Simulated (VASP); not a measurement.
# SiC (P6_3mc) in VASP: notebook

The runs below take SiC through single point, with LDA.

Everything below comes from runs of VASP 6.6.1. Logs are shortened: lines on timing, memory, paths and dates and some standing lists are left out, and cuts for length are marked.

## Step 1: The cell of the first run

The structure is hexagonal, space group P6_3mc (No. 186). The conventional cell has a = 3.058 Å, b = 3.058 Å, c = 10.012 Å, α = 90.00°, β = 90.00°, γ = 120.00°. Within 2.5 Å of Si (site symmetry 3m) lie 4 C at 1.87 to 1.88 Å. Si (site symmetry 3m) has 4 C at 1.87 to 1.88 Å within 2.5 Å. Within 2.5 Å of C (site symmetry 3m) lie 4 Si at 1.87 to 1.88 Å. C (site symmetry 3m) has 4 Si at 1.87 to 1.88 Å within 2.5 Å.

## Step 2: Single point, LDA

Input file INCAR:

```
ALGO = Normal
EDIFF = 1E-6
ENCUT = 520
ISIF = 2
ISMEAR = 0
LASPH = True
LCHARG = True
LELF = True
LREAL = False
LVHAR = True
LWAVE = False
NBANDS = 26
NELM = 60
PREC = Accurate
SIGMA = 0.01
```

Input file KPOINTS:

```
k-points
0
Gamma
  12 12 4
```

Input file POSCAR:

```
SiC
1.0
    3.0584191570      0.0000000000      0.0000000000
   -1.5292095785      2.6486686854      0.0000000000
    0.0000000000      0.0000000000     10.0121478245
Si C
4 4
Direct
    0.6666666667      0.3333333333      0.9378413607
    0.3333333333      0.6666666667      0.4378413607
    0.0000000000      0.0000000000      0.6879006042
    0.0000000000      0.0000000000      0.1879006042
    0.6666666667      0.3333333333      0.7498078997
    0.3333333333      0.6666666667      0.2498078997
    0.0000000000      0.0000000000      0.5004491354
    0.0000000000      0.0000000000      0.0004491354
```

Potentials or basis: VASP PAW LDA potentials, release 64 (Si, C).

Command:

```sh
$ cat potpaw_LDA.64/Si/POTCAR potpaw_LDA.64/C/POTCAR > POTCAR
$ mpirun -np 1 vasp_std > vasp.out
```

OUTCAR:

```text
EDIFF = 1E-6
   ENCUT = 520
   ISIF = 2
   ISMEAR = 0
   LASPH = True
   LREAL = False
   NELM = 60
   PREC = Accurate

 ion  position               nearest neighbor table
   1  0.667  0.333  0.938-   8 1.87   8 1.87   8 1.87   5 1.88   3 3.06   3 3.06   3 3.06   4 3.06
                             4 3.06   4 3.06
   2  0.333  0.667  0.438-   7 1.87   7 1.87   7 1.87   6 1.88   4 3.06   4 3.06   4 3.06   3 3.06
                             3 3.06   3 3.06
   3  0.000  0.000  0.688-   5 1.87   5 1.87   5 1.87   7 1.88   1 3.06   1 3.06   1 3.06   2 3.06
                             2 3.06   2 3.06
   4  0.000  0.000  0.188-   6 1.87   6 1.87   6 1.87   8 1.88   2 3.06   2 3.06   2 3.06   1 3.06
                             1 3.06   1 3.06
   5  0.667  0.333  0.750-   3 1.87   3 1.87   3 1.87   1 1.88
   6  0.333  0.667  0.250-   4 1.87   4 1.87   4 1.87   2 1.88
   7  0.000  0.000  0.500-   2 1.87   2 1.87   2 1.87   3 1.88
   8  0.000  0.000  0.000-   1 1.87   1 1.87   1 1.87   4 1.88

  LATTYP: Found a hexagonal cell.
 ALAT       =     3.0584191570
 C/A-ratio  =     3.2736349436

  Lattice vectors:

 A1 = (   3.0584191570,   0.0000000000,   0.0000000000)
 A2 = (  -1.5292095785,   2.6486686854,   0.0000000000)
 A3 = (   0.0000000000,   0.0000000000,  10.0121478245)

Analysis of symmetry for initial positions (statically):
=====================================================================
 Subroutine PRICEL returns:
 Original cell was already a primitive cell.

 Routine SETGRP: Setting up the symmetry group for a
 hexagonal supercell.

 Subroutine GETGRP returns: Found 12 space group operations
 (whereof  6 operations were pure point group operations)
 out of a pool of 24 trial point group operations.

The static configuration has the point symmetry C_3v.
 The point group associated with its full space group is C_6v.

Analysis of symmetry for dynamics (positions and initial velocities):
=====================================================================
 Subroutine PRICEL returns:
 Original cell was already a primitive cell.

 Routine SETGRP: Setting up the symmetry group for a
 hexagonal supercell.

 Subroutine GETGRP returns: Found 12 space group operations
 (whereof  6 operations were pure point group operations)
 out of a pool of 24 trial point group operations.

The dynamic configuration has the point symmetry C_3v.
 The point group associated with its full space group is C_6v.

 Subroutine INISYM returns: Found 12 space group operations
 (whereof  6 operations are pure point group operations),
 and found     1 'primitive' translations

----------------------------------------------------------------------------------------

                                     Primitive cell

  volume of cell :      81.1058

  direct lattice vectors                    reciprocal lattice vectors
     3.058419157  0.000000000  0.000000000     0.326966301  0.188774082  0.000000000
    -1.529209578  2.648668685  0.000000000     0.000000000  0.377548164  0.000000000
     0.000000000  0.000000000 10.012147824     0.000000000  0.000000000  0.099878669

  length of vectors
     3.058419157  3.058419157 10.012147824     0.377548164  0.377548164  0.099878669

  position of ions in fractional coordinates (direct lattice)
     0.666666667  0.333333333  0.937841361
     0.333333333  0.666666667  0.437841361
     0.000000000  0.000000000  0.687900604
     0.000000000  0.000000000  0.187900604
     0.666666667  0.333333333  0.749807900
     0.333333333  0.666666667  0.249807900
     0.000000000  0.000000000  0.500449135
     0.000000000  0.000000000  0.000449135

  ion indices of the primitive-cell ions
   primitive index   ion index
                 1           1
                 2           2
                 3           3
                 4           4
                 5           5
                 6           6
                 7           7
                 8           8

----------------------------------------------------------------------------------------

 KPOINTS: k-points

Automatic generation of k-mesh.
 Grid dimensions read from file:
 generate k-points for:   12   12    4

 Generating k-lattice:

  Cartesian coordinates                     Fractional coordinates (reciprocal lattice)
     0.027247192  0.015731174  0.000000000     0.083333333  0.000000000  0.000000000
     0.000000000  0.031462347  0.000000000     0.000000000  0.083333333  0.000000000
     0.000000000  0.000000000  0.024969667     0.000000000  0.000000000  0.250000000

  Length of vectors
     0.031462347  0.031462347  0.024969667

  Shift w.r.t. Gamma in fractional coordinates (k-lattice)
     0.000000000  0.000000000  0.000000000

 Subroutine IBZKPT returns following result:
 ===========================================

 Found     57 irreducible k-points:

 Following reciprocal coordinates:
            Coordinates               Weight
  0.000000  0.000000  0.000000      1.000000
  0.083333  0.000000  0.000000      6.000000
  0.166667  0.000000  0.000000      6.000000
  0.250000  0.000000  0.000000      6.000000
  0.333333  0.000000  0.000000      6.000000
  0.416667  0.000000  0.000000      6.000000
[... 16 lines left out ...]
  0.250000  0.000000  0.250000     12.000000
  0.333333  0.000000  0.250000     12.000000
 [... further k-points ...]
   k-points           NKPTS =     57   k-points in BZ     NKDIM =     57   number of bands    NBANDS=     26
   number of dos      NEDOS =    301   number of ions     NIONS =      8
   total plane-waves  NPLWV =  46080
   dimension x,y,z NGX =    24 NGY =   24 NGZ =   80
   dimension x,y,z NGXF=    48 NGYF=   48 NGZF=  160
   ions per type =               4   4
   NGX,Y,Z   is equivalent  to a cutoff of  13.05, 13.05, 13.28 a.u.
   NGXF,Y,Z  is equivalent  to a cutoff of  26.09, 26.09, 26.57 a.u.
 SYSTEM =  unknown system
   PREC   = accura    normal or accurate (medium, high low for compatibility)
   ISTART =      0    job   : 0-new  1-cont  2-samecut
   ICHARG =      2    charge: 1-file 2-atom 10-const
   ISPIN  =      1    spin polarized calculation?
   LNONCOLLINEAR =      F non collinear calculations
   LSORBIT =      F    spin-orbit coupling
   LASPH  =      T    aspherical Exc in radial PAW
   ENCUT  =  520.0 eV  38.22 Ry    6.18 a.u.   5.69  5.69 18.62*2*pi/ulx,y,z
   NELM   =     60;   NELMIN=  2; NELMDL= -5     # of ELM steps
   EDIFF  = 0.1E-05   stopping-criterion for ELM
   LREAL  =      F    real-space projection
   EDIFFG = 0.1E-04   stopping-criterion for IOM
   NSW    =      0    number of steps for IOM
   IBRION =     -1    ionic relax: 0-MD 1-quasi-New 2-CG
   NFREE  =      0    steps in history (QN), initial steepest desc. (CG)
   ISIF   =      2    stress and relaxation
   ISYM   =      2    0-nonsym 1-usesym 2-fastsym
   POTIM  = 0.5000    time-step for ionic-motion
   TEBEG  =    0.0;   TEEND  =   0.0 temperature during run
   PSTRESS=    0.0 pullay stress
   NELECT =      32.0000    total number of electrons
   NUPDOWN=      -1.0000    fix difference up-down
   EMIN   =  10.00;   EMAX   =-10.00  energy-range for DOS
   EFERMI =   0.00;   METHOD = LEGACY
   ISMEAR =     0;   SIGMA  =   0.01  broadening in eV -4-tet -1-fermi 0-gaus
   EFERMI_NEDOS =   21; number of points for ismear=-14 and -15
   IALGO  =     38    algorithm
   IMIX   =      4    mixing-type and parameters
     AMIX     =   0.40;   BMIX     =  1.00
     AMIX_MAG =   1.60;   BMIX_MAG =  1.00
  volume/ion in A,a.u.               =      10.14        68.42
  Fermi-wavevector in a.u.,A,eV,Ry     =   1.200718  2.269027 19.615827  1.441723
  Thomas-Fermi vector in A             =   2.336546
   LORBIT       =      0    0 simple, 1 ext, 2 COOP (PROOUT), +10 PAW based schemes
   GGA     = CA    functional components
   LHFCALC =     F    Hartree Fock is set to
   AEXX    =    0.0000 exact exchange contribution
   IVDW    =     0    specifies the selected vdW correction
   LEPSILON=     F    determine dielectric tensor
   LRPA    =     F    only Hartree local field effects (RPA)
 non-spin polarized calculation
 Gauss-broadening in eV      SIGMA  =   0.01
  energy-cutoff  :      520.00
  volume of cell :       81.11
 maximum number of plane-waves:      2210
 NGX is ok and might be reduce to    24
   NGX = 11   NGY = 11   NGZ = 37

 number of electron      31.9999999 magnetization

 Free energy of the ion-electron system (eV)
  ---------------------------------------------------
  ext. energy  EPLUGINS =         0.00000000
  ---------------------------------------------------
  free energy    TOTEN  =       -66.58062108 eV

  energy without entropy =      -66.58062108  energy(sigma->0) =      -66.58062108

 E-fermi :   8.4354     XC(G=0): -11.6400

 val. band max:        8.3612070364   @ k =   0.0000   0.0000   0.0000
 cond. band min:      10.5338138412   @ k =   0.5000   0.0000   0.0000
 fundamental gap:      2.1726068048
 Fermi energy:         8.4353530580

 k-point     1 :       0.0000    0.0000    0.0000
  band No.  band energies     occupation
      1      -7.1910      2.00000
      2      -5.9885      2.00000
      3      -5.9524      2.00000
      4      -3.4968      2.00000
      5      -0.3821      2.00000
      6       3.9667      2.00000
[... 18 lines left out ...]
     25      15.7933      0.00000
     26      16.4236      0.00000

 k-point     2 :       0.0833    0.0000    0.0000
  band No.  band energies     occupation
      1      -7.0680      2.00000
      2      -5.8695      2.00000
      3      -5.8328      2.00000
      4      -3.3923      2.00000
      5      -0.2684      2.00000
      6       4.0091      2.00000
[... 18 lines left out ...]
     25      15.8004      0.00000
     26      16.3791      0.00000

 k-point     3 :       0.1667    0.0000    0.0000
  band No.  band energies     occupation
      1      -6.7020      2.00000
      2      -5.5161      2.00000
      3      -5.4775      2.00000
      4      -3.0876      2.00000
      5       0.0637      2.00000
      6       4.0036      2.00000
[... 18 lines left out ...]
     25      16.4754      0.00000
     26      16.5454      0.00000

 k-point     4 :       0.2500    0.0000    0.0000
  band No.  band energies     occupation
      1      -6.1030      2.00000
      2      -4.9429      2.00000
      3      -4.9001      2.00000
      4      -2.6189      2.00000
      5       0.5691      2.00000
      6       3.0510      2.00000
[... 18 lines left out ...]
     25      16.8868      0.00000
     26      17.4637      0.00000

 k-point     5 :       0.3333    0.0000    0.0000
  band No.  band energies     occupation
      1      -5.2949      2.00000
      2      -4.1891      2.00000
      3      -4.1366      2.00000
      4      -2.1064      2.00000
      5       0.9379      2.00000
      6       1.6508      2.00000
[... 18 lines left out ...]
     25      17.0951      0.00000
     26      17.3982      0.00000

 k-point     6 :       0.4167    0.0000    0.0000
  band No.  band energies     occupation
      1      -4.3469      2.00000
      2      -3.3948      2.00000
      3      -3.3035      2.00000
      4      -1.9335      2.00000
      5       0.2402      2.00000
      6       0.6157      2.00000
[... 427 lines left out ...]
 k-point    21 :       0.0833    0.0000    0.2500
  band No.  band energies     occupation
      1      -6.9903      2.00000
      2      -6.3762      2.00000
      3      -5.2001      2.00000
      4      -3.7472      2.00000
      5       0.2089      2.00000
      6       2.6078      2.00000
[... 18 lines left out ...]
     25      15.9198      0.00000
     26      16.1796      0.00000

 k-point    22 :       0.1667    0.0000    0.2500
  band No.  band energies     occupation
      1      -6.6250      2.00000
      2      -6.0164      2.00000
      3      -4.8539      2.00000
      4      -3.4301      2.00000
      5       0.5187      2.00000
      6       2.7813      2.00000
[... 18 lines left out ...]
     25      16.4676      0.00000
     26      16.6056      0.00000

 k-point    23 :       0.2500    0.0000    0.2500
  band No.  band energies     occupation
      1      -6.0272      2.00000
      2      -5.4299      2.00000
      3      -4.2956      2.00000
      4      -2.9348      2.00000
      5       0.9597      2.00000
      6       2.6610      2.00000
[... 18 lines left out ...]
     25      17.2062      0.00000
     26      17.4019      0.00000

 k-point    24 :       0.3333    0.0000    0.2500
  band No.  band energies     occupation
      1      -5.2218      2.00000
      2      -4.6475      2.00000
      3      -3.5748      2.00000
      4      -2.3620      2.00000
      5       1.0412      2.00000
      6       1.5823      2.00000
[... 18 lines left out ...]
     25      17.0260      0.00000
     26      17.6221      0.00000

 [... further k-points ...]
[... 5 lines left out ...]
  --------------------------------------------------------------------------------------
  -------------------------------------------------------------------------------------
  Total        0.2043945      0.2043945      0.2088035      0.0000000      0.0000000      0.0000000
  in kB        4.0376424      4.0376424      4.1247392      0.0000000      0.0000000      0.0000000
  external PRESSURE =       4.0666746 kB  Pullay stress =       0.0000000 kB

 VOLUME and BASIS-vectors are now :
 -----------------------------------------------------------------------------
  energy-cutoff  :      520.00
  volume of cell :       81.11
      direct lattice vectors                 reciprocal lattice vectors
     3.058419157  0.000000000  0.000000000     0.326966301  0.188774082  0.000000000
    -1.529209578  2.648668685  0.000000000     0.000000000  0.377548164  0.000000000
     0.000000000  0.000000000 10.012147824     0.000000000  0.000000000  0.099878669

 POSITION                                       TOTAL-FORCE (eV/Angst)
 -----------------------------------------------------------------------------------
      1.52921      0.88289      9.38981        -0.000000      0.000000      0.000973
     -0.00000      1.76578      4.38373         0.000000     -0.000000      0.000973
      0.00000      0.00000      6.88736         0.000000     -0.000000     -0.001280
      0.00000      0.00000      1.88129        -0.000000      0.000000     -0.001280
      1.52921      0.88289      7.50719         0.000000      0.000000      0.000051
     -0.00000      1.76578      2.50111        -0.000000     -0.000000      0.000051
      0.00000      0.00000      5.01057         0.000000     -0.000000      0.000256
      0.00000      0.00000      0.00450        -0.000000      0.000000      0.000256
 -----------------------------------------------------------------------------------
    total drift:                               -0.000000     -0.000000      0.000090

  FREE ENERGIE OF THE ION-ELECTRON SYSTEM (eV)
  ---------------------------------------------------
  free  energy   TOTEN  =       -66.5806210761 eV

  energy  without entropy=      -66.5806210761  energy(sigma->0) =      -66.58062108
```

Run time: 2.1 min. Hardware: 1 thread of AMD EPYC 7R43 (Zen 3), shared host; peak memory 0.18 GiB.

What came out:

| Item | Value |
| --- | --- |
| Free energy | -66.5806 eV |
| Pressure | 0.4 GPa |
| Band gap on the k mesh | 2.17 eV, indirect (least direct gap 3.30 eV) |

Levels at points of the mesh, in eV from the valence-band top:
```tsv
k point	band 13	band 14	band 15	band 16	band 17	band 18	band 19	band 20
(0.00, 0.00, 0.00)	-0.59	-0.05	0.00	0.00	5.22	5.79	6.43	6.56
(0.50, 0.00, 0.00)	-2.39	-2.24	-1.60	-1.13	2.17	2.30	4.18	4.78
(0.00, 0.00, 0.50)	-0.21	-0.21	-0.21	-0.21	5.43	5.43	6.91	6.91
(0.50, 0.00, 0.50)	-2.54	-2.54	-1.57	-1.57	2.58	2.58	4.17	4.17
```

## Step 3: Single point, LDA

This run uses another cell than the first one, of 10.23 Å³/atom, 1.009 times its volume.

Input file INCAR:

```
ALGO = Normal
EDIFF = 1E-6
ENCUT = 520
ISIF = 2
ISMEAR = 0
LASPH = True
LCHARG = False
LREAL = False
LWAVE = False
NBANDS = 26
NELM = 100
PREC = Accurate
SIGMA = 0.01
```

KPOINTS is that of step 2.

Input file POSCAR:

```
SiC
1.0
    3.0675944145      0.0000000000      0.0000000000
   -1.5337972072      2.6566146915      0.0000000000
    0.0000000000      0.0000000000     10.0421842679
Si C
4 4
Direct
    0.6666666667      0.3333333333      0.9378489516
    0.3333333333      0.6666666667      0.4378489516
    0.0000000000      0.0000000000      0.6878966732
    0.0000000000      0.0000000000      0.1878966732
    0.6666666667      0.3333333333      0.7498039899
    0.3333333333      0.6666666667      0.2498039899
    0.0000000000      0.0000000000      0.5004493853
    0.0000000000      0.0000000000      0.0004493853
```

Potentials or basis: VASP PAW LDA potentials, release 64 (Si, C).

Command:

```sh
$ cat potpaw_LDA.64/Si/POTCAR potpaw_LDA.64/C/POTCAR > POTCAR
$ mpirun -np 1 vasp_std > vasp.out
```

It took 2.2 min on 1 thread of AMD EPYC 7R43 (Zen 3), shared host; peak memory 0.18 GiB.

It converged, with:

* Free energy: -66.5781 eV
* Pressure: -1.6 GPa
* Band gap on the k mesh: 2.17 eV, indirect (least direct gap 3.30 eV)

Levels at points of the mesh, in eV from the valence-band top:
```csv
k point,band 13,band 14,band 15,band 16,band 17,band 18,band 19,band 20
"(0.00, 0.00, 0.00)",-0.59,-0.05,0.00,0.00,5.14,5.71,6.35,6.46
"(0.50, 0.00, 0.00)",-2.38,-2.23,-1.59,-1.13,2.17,2.29,4.16,4.72
"(0.00, 0.00, 0.50)",-0.21,-0.21,-0.21,-0.21,5.35,5.35,6.83,6.83
"(0.50, 0.00, 0.50)",-2.52,-2.52,-1.56,-1.56,2.58,2.58,4.15,4.15
```

A k mesh can miss the band edges. A hybrid or GW would open this gap; LDA tends to underestimate it.
